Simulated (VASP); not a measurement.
# AgCl (I4/mmm) in VASP: further runs

The runs below take AgCl through single point, with r2SCAN.

Program: VASP 6.6.1. These are calculated values, not measurements. Logs are shortened: lines on timing, memory, paths and dates and some standing lists are left out, and cuts for length are marked.

## Step 1: The cell of the first run

It takes space group I4/mmm (No. 139, tetragonal). The conventional cell has a = 3.981 Å, b = 3.981 Å, c = 5.380 Å, α = 90.00°, β = 90.00°, γ = 90.00°. Within 3.5 Å of Ag (site symmetry 4/mmm) lie 6 Cl at 2.69 to 2.81 Å. Cl (site symmetry 4/mmm) has 6 Ag at 2.69 to 2.81 Å within 3.5 Å.

## Step 2: Single point, r2SCAN (strain +0.015 along x and y, -0.030 along z)

The input, POSCAR:

```
AgCl
1.0
    0.0000000000      2.8147472500      2.6899555000
    2.8147472500      0.0000000000      2.6899555000
    2.8147472500      2.8147472500      0.0000000000
Ag Cl
1 1
Direct
    0.5000000000      0.5000000000      0.5000000000
    0.0000000000      0.0000000000      0.0000000000
```

The input, INCAR.step1:

```
SYSTEM = AgCl
PREC = Accurate
ENCUT = 520
ISMEAR = 0
SIGMA = 0.05
LREAL = .FALSE.
LASPH = .TRUE.
NELM = 60
NBANDS = 16
GGA = PE
ALGO = Normal
EDIFF = 1E-4
LWAVE = .TRUE.
LCHARG = .FALSE.
```

The input, INCAR.step2:

```
SYSTEM = AgCl
PREC = Accurate
ENCUT = 520
EDIFF = 1E-6
ISMEAR = 0
SIGMA = 0.05
LREAL = .FALSE.
LASPH = .TRUE.
NELM = 60
ALGO = Normal
ISIF = 2
LWAVE = .FALSE.
LCHARG = .TRUE.
METAGGA = R2SCAN
LMIXTAU = .TRUE.
LELF = .TRUE.
LVHAR = .TRUE.
NBANDS = 16
ISTART = 1
```

The input, KPOINTS:

```
Automatic mesh
0
G
  8 8 8
  0 0 0
```

Potentials or basis: VASP PAW PBE potentials, release 64 (Ag, Cl).

Started as:

```
cat potpaw_PBE.64/Ag/POTCAR potpaw_PBE.64/Cl/POTCAR > POTCAR
cp INCAR.step1 INCAR
mpirun -np 1 vasp_std > vasp.out
cp INCAR.step2 INCAR
mpirun -np 1 vasp_std > vasp.out
```

OUTCAR:

```text
SYSTEM = AgCl
   PREC = Accurate
   ENCUT = 520
   EDIFF = 1E-6
   ISMEAR = 0
   LREAL = .FALSE.
   LASPH = .TRUE.
   NELM = 60
   ISIF = 2
   METAGGA = R2SCAN
   ISTART = 1

 ion  position               nearest neighbor table
   1  0.500  0.500  0.500-   2 2.69   2 2.69   2 2.81   2 2.81   2 2.81   2 2.81
   2  0.000  0.000  0.000-   1 2.69   1 2.69   1 2.81   1 2.81   1 2.81   1 2.81

  LATTYP: Found a body centered tetragonal cell.
 ALAT       =     3.9806537356
 C/A-ratio  =     1.3515144389

  Lattice vectors:

 A1 = (   0.0000000000,  -2.8147472500,  -2.6899555000)
 A2 = (   0.0000000000,   2.8147472500,  -2.6899555000)
 A3 = (   2.8147472500,   0.0000000000,   2.6899555000)

Analysis of symmetry for initial positions (statically):
=====================================================================
 Subroutine PRICEL returns:
 Original cell was already a primitive cell.

 Routine SETGRP: Setting up the symmetry group for a
 body centered tetragonal supercell.

 Subroutine GETGRP returns: Found 16 space group operations
 (whereof 16 operations were pure point group operations)
 out of a pool of 16 trial point group operations.

The static configuration has the point symmetry D_4h.

Analysis of symmetry for dynamics (positions and initial velocities):
=====================================================================
 Subroutine PRICEL returns:
 Original cell was already a primitive cell.

 Routine SETGRP: Setting up the symmetry group for a
 body centered tetragonal supercell.

 Subroutine GETGRP returns: Found 16 space group operations
 (whereof 16 operations were pure point group operations)
 out of a pool of 16 trial point group operations.

The dynamic configuration has the point symmetry D_4h.

 Subroutine INISYM returns: Found 16 space group operations
 (whereof 16 operations are pure point group operations),
 and found     1 'primitive' translations

----------------------------------------------------------------------------------------

                                     Primitive cell

  volume of cell :      42.6240

  direct lattice vectors                    reciprocal lattice vectors
     0.000000000  2.814747250  2.689955500    -0.177635843  0.177635843  0.185876681
     2.814747250  0.000000000  2.689955500     0.177635843 -0.177635843  0.185876681
     2.814747250  2.814747250  0.000000000     0.177635843  0.177635843 -0.185876681

  length of vectors
     3.893412728  3.893412728  3.980653736     0.312504601  0.312504601  0.312504601

  position of ions in fractional coordinates (direct lattice)
     0.500000000  0.500000000  0.500000000
     0.000000000  0.000000000  0.000000000

  ion indices of the primitive-cell ions
   primitive index   ion index
                 1           1
                 2           2

----------------------------------------------------------------------------------------

 KPOINTS: Automatic mesh

Automatic generation of k-mesh.
 Grid dimensions read from file:
 generate k-points for:    8    8    8

 Generating k-lattice:

  Cartesian coordinates                     Fractional coordinates (reciprocal lattice)
    -0.022204480  0.022204480  0.023234585     0.125000000  0.000000000  0.000000000
     0.022204480 -0.022204480  0.023234585     0.000000000  0.125000000  0.000000000
     0.022204480  0.022204480 -0.023234585     0.000000000  0.000000000  0.125000000

  Length of vectors
     0.039063075  0.039063075  0.039063075

  Shift w.r.t. Gamma in fractional coordinates (k-lattice)
     0.000000000  0.000000000  0.000000000

 Subroutine IBZKPT returns following result:
 ===========================================

 Found     59 irreducible k-points:

 Following reciprocal coordinates:
            Coordinates               Weight
  0.000000  0.000000  0.000000      1.000000
  0.125000 -0.000000  0.000000      8.000000
  0.250000 -0.000000  0.000000      8.000000
  0.375000 -0.000000  0.000000      8.000000
  0.500000 -0.000000  0.000000      4.000000
  0.125000  0.125000  0.000000      2.000000
[... 16 lines left out ...]
  0.250000 -0.000000  0.125000     16.000000
  0.375000 -0.000000  0.125000     16.000000
 [... further k-points ...]
   k-points           NKPTS =     59   k-points in BZ     NKDIM =     59   number of bands    NBANDS=     16
   number of dos      NEDOS =    301   number of ions     NIONS =      2
   total plane-waves  NPLWV =  27000
   dimension x,y,z NGX =    30 NGY =   30 NGZ =   30
   dimension x,y,z NGXF=    60 NGYF=   60 NGZF=   60
   ions per type =               1   1
   NGX,Y,Z   is equivalent  to a cutoff of  12.81, 12.81, 12.53 a.u.
   NGXF,Y,Z  is equivalent  to a cutoff of  25.62, 25.62, 25.06 a.u.
 SYSTEM =  AgCl
   PREC   = accura    normal or accurate (medium, high low for compatibility)
   ISTART =      1    job   : 0-new  1-cont  2-samecut
   ICHARG =      0    charge: 1-file 2-atom 10-const
   ISPIN  =      1    spin polarized calculation?
   LNONCOLLINEAR =      F non collinear calculations
   LSORBIT =      F    spin-orbit coupling
   LASPH  =      T    aspherical Exc in radial PAW
   ENCUT  =  520.0 eV  38.22 Ry    6.18 a.u.   7.24  7.24  7.40*2*pi/ulx,y,z
   NELM   =     60;   NELMIN=  2; NELMDL=  0     # of ELM steps
   EDIFF  = 0.1E-05   stopping-criterion for ELM
   LREAL  =      F    real-space projection
   EDIFFG = 0.1E-04   stopping-criterion for IOM
   NSW    =      0    number of steps for IOM
   IBRION =     -1    ionic relax: 0-MD 1-quasi-New 2-CG
   NFREE  =      0    steps in history (QN), initial steepest desc. (CG)
   ISIF   =      2    stress and relaxation
   ISYM   =      2    0-nonsym 1-usesym 2-fastsym
   POTIM  = 0.5000    time-step for ionic-motion
   TEBEG  =    0.0;   TEEND  =   0.0 temperature during run
   PSTRESS=    0.0 pullay stress
   NELECT =      18.0000    total number of electrons
   NUPDOWN=      -1.0000    fix difference up-down
   EMIN   =  10.00;   EMAX   =-10.00  energy-range for DOS
   EFERMI =   0.00;   METHOD = LEGACY
   ISMEAR =     0;   SIGMA  =   0.05  broadening in eV -4-tet -1-fermi 0-gaus
   EFERMI_NEDOS =   21; number of points for ismear=-14 and -15
   IALGO  =     38    algorithm
   IMIX   =      4    mixing-type and parameters
     AMIX     =   0.40;   BMIX     =  1.00
     AMIX_MAG =   1.60;   BMIX_MAG =  1.00
  volume/ion in A,a.u.               =      21.31       143.82
  Fermi-wavevector in a.u.,A,eV,Ry     =   1.228234  2.321025 20.525180  1.508558
  Thomas-Fermi vector in A             =   2.363167
   LORBIT       =      0    0 simple, 1 ext, 2 COOP (PROOUT), +10 PAW based schemes
   METAGGA = R2SCAN    functional components
   LHFCALC =     F    Hartree Fock is set to
   AEXX    =    0.0000 exact exchange contribution
   IVDW    =     0    specifies the selected vdW correction
   LEPSILON=     F    determine dielectric tensor
   LRPA    =     F    only Hartree local field effects (RPA)
 non-spin polarized calculation
 Gauss-broadening in eV      SIGMA  =   0.05
  energy-cutoff  :      520.00
  volume of cell :       42.62
 maximum number of plane-waves:      1171
 NGX is ok and might be reduce to    30
   NGX = 15   NGY = 15   NGZ = 15

 number of electron      18.0000003 magnetization

 Free energy of the ion-electron system (eV)
  ---------------------------------------------------
  ext. energy  EPLUGINS =         0.00000000
  ---------------------------------------------------
  free energy    TOTEN  =       -28.63792630 eV

  energy without entropy =      -28.63792630  energy(sigma->0) =      -28.63792630

 E-fermi :   3.9295     XC(G=0): -10.5095

 val. band max:        3.6902330795   @ k =   0.5000  -0.0000   0.0000
 cond. band min:       4.9843567782   @ k =   0.0000   0.0000   0.0000
 fundamental gap:      1.2941236987
 Fermi energy:         3.9294886093

 k-point     1 :       0.0000    0.0000    0.0000
  band No.  band energies     occupation
      1     -12.2830      2.00000
      2       0.9863      2.00000
      3       1.0697      2.00000
      4       1.0698      2.00000
      5       1.1417      2.00000
      6       1.1417      2.00000
[... 8 lines left out ...]
     15      17.4007      0.00000
     16      17.4007      0.00000

 k-point     2 :       0.1250   -0.0000    0.0000
  band No.  band energies     occupation
      1     -12.2230      2.00000
      2       0.2365      2.00000
      3       0.3752      2.00000
      4       0.4136      2.00000
      5       1.1372      2.00000
      6       1.1814      2.00000
[... 8 lines left out ...]
     15      16.3029      0.00000
     16      17.0768      0.00000

 k-point     3 :       0.2500   -0.0000    0.0000
  band No.  band energies     occupation
      1     -12.0723      2.00000
      2      -0.7544      2.00000
      3      -0.2801      2.00000
      4      -0.1675      2.00000
      5       1.2757      2.00000
      6       1.2930      2.00000
[... 8 lines left out ...]
     15      16.4449      0.00000
     16      16.9175      0.00000

 k-point     4 :       0.3750   -0.0000    0.0000
  band No.  band energies     occupation
      1     -11.9123      2.00000
      2      -1.5380      2.00000
      3      -0.6730      2.00000
      4      -0.5396      2.00000
      5       1.4065      2.00000
      6       1.4206      2.00000
[... 8 lines left out ...]
     15      17.3521      0.00000
     16      17.4276      0.00000

 k-point     5 :       0.5000   -0.0000    0.0000
  band No.  band energies     occupation
      1     -11.8430      2.00000
      2      -1.8277      2.00000
      3      -0.8066      2.00000
      4      -0.6675      2.00000
      5       1.4542      2.00000
      6       1.4827      2.00000
[... 8 lines left out ...]
     15      17.7463      0.00000
     16      18.1039      0.00000

 k-point     6 :       0.1250    0.1250    0.0000
  band No.  band energies     occupation
      1     -12.1946      2.00000
      2      -0.3640      2.00000
      3       0.5918      2.00000
      4       0.5918      2.00000
      5       1.1170      2.00000
      6       1.1889      2.00000
[... 8 lines left out ...]
     15      17.7822      0.00000
     16      18.2663      0.00000

 k-point     7 :       0.2500    0.1250    0.0000
  band No.  band energies     occupation
      1     -12.0736      2.00000
      2      -0.9707      2.00000
      3       0.0683      2.00000
      4       0.1440      2.00000
      5       1.1499      2.00000
      6       1.3041      2.00000
[... 8 lines left out ...]
     15      17.5585      0.00000
     16      18.3254      0.00000

 k-point     8 :       0.3750    0.1250    0.0000
  band No.  band energies     occupation
      1     -11.9245      2.00000
      2      -1.4476      2.00000
      3      -0.5158      2.00000
      4      -0.3162      2.00000
      5       1.2711      2.00000
      6       1.4478      2.00000
[... 8 lines left out ...]
     15      18.0938      0.00000
     16      18.3024      0.00000

 k-point     9 :       0.5000    0.1250    0.0000
  band No.  band energies     occupation
      1     -11.8371      2.00000
      2      -1.6694      2.00000
      3      -0.7683      2.00000
      4      -0.5814      2.00000
      5       1.3946      2.00000
      6       1.4934      2.00000
[... 8 lines left out ...]
     15      18.2367      0.00000
     16      18.9692      0.00000
[... 172 lines left out ...]
 k-point    19 :       0.5000    0.3750    0.0000
  band No.  band energies     occupation
      1     -11.8073      2.00000
      2      -1.0302      2.00000
      3      -0.0995      2.00000
      4       0.0436      2.00000
      5       1.0117      2.00000
      6       1.5375      2.00000
[... 8 lines left out ...]
     15      19.0799      0.00000
     16      19.7019      0.00000

 k-point    20 :      -0.3750    0.3750    0.0000
  band No.  band energies     occupation
      1     -11.7953      2.00000
      2      -0.7835      2.00000
      3      -0.7008      2.00000
      4      -0.2997      2.00000
      5       1.2342      2.00000
      6       1.5145      2.00000
[... 8 lines left out ...]
     15      17.8298      0.00000
     16      20.3137      0.00000

 k-point    21 :       0.5000    0.5000    0.0000
  band No.  band energies     occupation
      1     -11.8009      2.00000
      2      -0.9445      2.00000
      3       0.3083      2.00000
      4       0.3083      2.00000
      5       0.8104      2.00000
      6       1.3788      2.00000
[... 8 lines left out ...]
     15      19.3350      0.00000
     16      19.3350      0.00000

 k-point    22 :       0.1250    0.0000    0.1250
  band No.  band energies     occupation
      1     -12.2107      2.00000
      2      -0.1054      2.00000
      3       0.6050      2.00000
      4       0.7555      2.00000
      5       1.0247      2.00000
      6       1.1740      2.00000
[... 8 lines left out ...]
     15      17.9926      0.00000
     16      18.2143      0.00000

 k-point    23 :       0.2500   -0.0000    0.1250
  band No.  band energies     occupation
      1     -12.0992      2.00000
      2      -0.6732      2.00000
      3       0.0317      2.00000
      4       0.2123      2.00000
      5       1.1115      2.00000
      6       1.3046      2.00000
[... 8 lines left out ...]
     15      17.6082      0.00000
     16      18.3477      0.00000

 k-point    24 :       0.3750   -0.0000    0.1250
  band No.  band energies     occupation
      1     -11.9470      2.00000
      2      -1.2355      2.00000
      3      -0.5481      2.00000
      4      -0.3262      2.00000
      5       1.2696      2.00000
      6       1.4318      2.00000
[... 8 lines left out ...]
     15      17.8416      0.00000
     16      18.2263      0.00000

 [... further k-points ...]

------------------------ aborting loop because EDIFF is reached ----------------------------------------

  FORCE on cell =-STRESS in cart. coord.  units (eV):
  Direction    XX          YY          ZZ          XY          YZ          ZX
  --------------------------------------------------------------------------------------
  -------------------------------------------------------------------------------------
  Total       -0.0875551     -0.0875551      0.2702025      0.0000000      0.0000000      0.0000000
  in kB       -3.2910771     -3.2910771     10.1565460      0.0000000      0.0000000      0.0000000
  external PRESSURE =       1.1914640 kB  Pullay stress =       0.0000000 kB

 VOLUME and BASIS-vectors are now :
 -----------------------------------------------------------------------------
  energy-cutoff  :      520.00
  volume of cell :       42.62
      direct lattice vectors                 reciprocal lattice vectors
     0.000000000  2.814747250  2.689955500    -0.177635843  0.177635843  0.185876681
     2.814747250  0.000000000  2.689955500     0.177635843 -0.177635843  0.185876681
     2.814747250  2.814747250  0.000000000     0.177635843  0.177635843 -0.185876681

 POSITION                                       TOTAL-FORCE (eV/Angst)
 -----------------------------------------------------------------------------------
      2.81475      2.81475      2.68996        -0.000000      0.000000      0.000000
      0.00000      0.00000      0.00000         0.000000     -0.000000     -0.000000
 -----------------------------------------------------------------------------------
    total drift:                                0.000000      0.000000      0.000000

  FREE ENERGIE OF THE ION-ELECTRON SYSTEM (eV)
  ---------------------------------------------------
  free  energy   TOTEN  =       -28.6379262979 eV

  energy  without entropy=      -28.6379262979  energy(sigma->0) =      -28.63792630
```

Run time: 94 s. Hardware: 1 thread of AMD EPYC 9R45 (Zen 5), shared host; peak memory 0.16 GiB.

What came out:

* Free energy: -28.6379 eV
* Pressure: 0.1 GPa
* Band gap on the k mesh: 1.29 eV (least direct gap 3.71 eV)

Caveat: the cell differs from its parent crystal (strain +0.015 along x and y, -0.030 along z); the PAW data sets were made with another functional, which shifts forces and pressure a little.

## Step 3: Single point, r2SCAN (strain +0.030 along x and y, -0.030 along z)

The input, POSCAR:

```
AgCl
1.0
    0.0000000000      2.8563445000      2.6899555000
    2.8563445000      0.0000000000      2.6899555000
    2.8563445000      2.8563445000      0.0000000000
Ag Cl
1 1
Direct
    0.5000000000      0.5000000000      0.5000000000
    0.0000000000      0.0000000000      0.0000000000
```

The input, INCAR.step1:

```
ALGO     = Normal         # electronic algorithm
EDIFF    = 1E-4           # SCF threshold, eV
ENCUT    = 520            # plane-wave cutoff, eV
GGA      = PE             # functional
ISMEAR   = 0              # smearing method
LASPH    = True           # aspherical terms in the spheres
LCHARG   = False          # write CHGCAR
LREAL    = False          # projectors in reciprocal space
LWAVE    = True           # write WAVECAR
NBANDS   = 16             # bands
NELM     = 60             # most SCF steps
PREC     = Accurate       # precision mode
SIGMA    = 0.05           # smearing width, eV
```

The input, INCAR.step2:

```
ALGO     = Normal         # electronic algorithm
EDIFF    = 1E-6           # SCF threshold, eV
ENCUT    = 520            # plane-wave cutoff, eV
ISIF     = 2              # what is computed and relaxed
ISMEAR   = 0              # smearing method
ISTART   = 1            
LASPH    = True           # aspherical terms in the spheres
LCHARG   = False          # write CHGCAR
LMIXTAU  = True         
LREAL    = False          # projectors in reciprocal space
LWAVE    = False          # write WAVECAR
METAGGA  = R2SCAN         # meta-GGA
NBANDS   = 16             # bands
NELM     = 60             # most SCF steps
PREC     = Accurate       # precision mode
SIGMA    = 0.05           # smearing width, eV
```

The input, KPOINTS:

```
k-points
0
Gamma
  8 8 8
```

Potentials or basis: VASP PAW PBE potentials, release 64 (Ag, Cl).

Started as:

```
cat potpaw_PBE.64/Ag/POTCAR potpaw_PBE.64/Cl/POTCAR > POTCAR
cp INCAR.step1 INCAR
mpirun -np 1 vasp_std > vasp.out
cp INCAR.step2 INCAR
mpirun -np 1 vasp_std > vasp.out
```

Wall time 93 s (1 thread of AMD EPYC 9R45 (Zen 5), shared host); peak memory 0.16 GiB.

The run converged. Its results:

| Quantity | Value |
| --- | --- |
| Free energy | -28.6309 eV |
| Pressure | -1.1 GPa |
| Band gap on the k mesh | 1.27 eV (least direct gap 3.62 eV) |

Stress tensor (GPa, compression positive):
```
-1.57  0.00  0.00
 0.00 -1.57  0.00
 0.00  0.00 -0.28
```

Levels at points of the mesh, in eV from the valence-band top:
```
           k point  band 6  band 7  band 8  band 9  band 10  band 11  band 12  band 13
(0.00, 0.00, 0.00)   -2.46   -2.45   -2.45   -2.43     1.27    11.14    11.14    11.30
(0.50, 0.00, 0.00)   -2.15   -1.85   -0.36    0.00     4.59     6.87     7.85     8.49
(0.50, 0.50, 0.00)   -2.24   -2.07   -2.07   -1.95     2.78     7.95     9.36    11.72
(0.50, 0.00, 0.50)   -2.32   -2.09   -2.05   -1.97     2.83     8.35     8.75    11.69
```

Caveat: the cell differs from its parent crystal (strain +0.030 along x and y, -0.030 along z); the PAW data sets were made with another functional, which shifts forces and pressure a little. A k mesh can miss the band edges.

(Part 1 of 2 ends here.)
